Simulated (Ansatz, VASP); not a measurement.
# CaO in VASP and in Ansatz

```xyz
2
Lattice="0.0000 2.5732 2.5732 2.5732 0.0000 2.5732 2.5732 2.5732 0.0000" Properties=species:S:1:pos:R:3 pbc="T T T"
Ca    0.0000    0.0000    0.0000
O     2.5732    2.5732    2.5732
```

Alike in both runs: task single point; functional PBE; k mesh 8 × 8 × 8; occupations gaussian, width 0.02 eV; no spin polarisation.

|  | VASP | Ansatz |
| --- | --- | --- |
| version | VASP 6.6.1 | Ansatz 0.2.0 |
| potentials or method | VASP PAW PBE potentials, release 64 (Ca_sv, O), cutoff 520 eV | scalar-relativistic, plane waves, PAW |
| valence electrons in the cell | 16 | 16 |

```csv
,VASP,Ansatz,Ansatz less VASP
gap on the k mesh at the Fermi level (eV),3.24,3.25,+0.008
least direct gap on the mesh (eV),3.24,3.25,+0.008
pressure (GPa),-13.0,-13.3,-0.23
```

The functional is the same, so the differences come from potentials, cutoffs and numerics.
